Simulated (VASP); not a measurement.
FeS2: single point with r2SCAN

FeS2:

```
CELL_PARAMETERS angstrom
5.40301 0.00000 0.00000
0.00000 5.40301 0.00000
0.00000 0.00000 5.40301
ATOMIC_POSITIONS crystal
Fe 0.00000 0.50000 0.50000
Fe 0.50000 0.50000 0.00000
Fe 0.50000 0.00000 0.50000
Fe 0.00000 0.00000 0.00000
S 0.38499 0.11501 0.88499
S 0.11501 0.88499 0.38499
S 0.88499 0.38499 0.11501
S 0.61501 0.61501 0.61501
S 0.38499 0.38499 0.38499
S 0.11501 0.61501 0.88499
S 0.88499 0.11501 0.61501
S 0.61501 0.88499 0.11501
```

```yaml
Program: VASP 6.6.1
Task: single point
Functional: r2SCAN
Potentials_or_basis: VASP PAW PBE potentials, release 64 (Fe, S)
Cutoff: 660 eV
k_mesh: 4 × 4 × 4
Occupations: gaussian, width 0.01 eV
Spin: no spin polarisation
Dipole_correction: no
Further_INCAR_settings: ALGO = Normal; EDIFF = 1e-06; NBANDS = 52
```

The pressure is 0.0 GPa. The largest force is 0.087 eV/Å. The band gap on the k mesh is 0.95 eV (least direct gap 1.01 eV).

Forces in eV/Å, atoms in the order of the input:
```
Fe   0.000  0.000  0.000
Fe   0.000  0.000  0.000
Fe   0.000  0.000  0.000
Fe   0.000  0.000  0.000
S    0.050 -0.050  0.050
S   -0.050  0.050  0.050
S    0.050  0.050 -0.050
S   -0.050 -0.050 -0.050
S    0.050  0.050  0.050
S   -0.050 -0.050  0.050
S    0.050 -0.050 -0.050
S   -0.050  0.050 -0.050
```

Levels at points of the mesh, in eV from the valence-band top:
| k point | band 36 | band 37 | band 38 | band 39 | band 40 | band 41 | band 42 | band 43 | band 44 | band 45 |
| --- | --- | --- | --- | --- | --- | --- | --- | --- | --- | --- |
| (0.00, 0.00, 0.00) | -0.31 | -0.16 | -0.16 | -0.16 | -0.06 | 0.95 | 2.00 | 2.00 | 2.00 | 3.62 |
| (0.50, 0.00, 0.00) | -0.34 | -0.12 | -0.12 | 0.00 | 0.00 | 2.07 | 2.07 | 2.08 | 2.08 | 2.89 |
| (0.50, 0.50, 0.00) | -0.37 | -0.09 | -0.09 | -0.09 | -0.09 | 2.29 | 2.29 | 2.29 | 2.29 | 2.43 |
| (0.50, 0.50, 0.50) | -0.92 | -0.34 | -0.34 | -0.34 | -0.34 | 2.00 | 2.00 | 2.00 | 2.00 | 2.90 |

Wall time 4.7 min on 1 thread of Intel(R) Xeon(R) Platinum 8488C (Sapphire Rapids), on a shared host, peak memory 0.41 GiB.

Caveat: the PAW data sets were made with another functional, which shifts forces and pressure a little. Spin polarisation is off, so any magnetic state and its effect on volume and gap are missing.
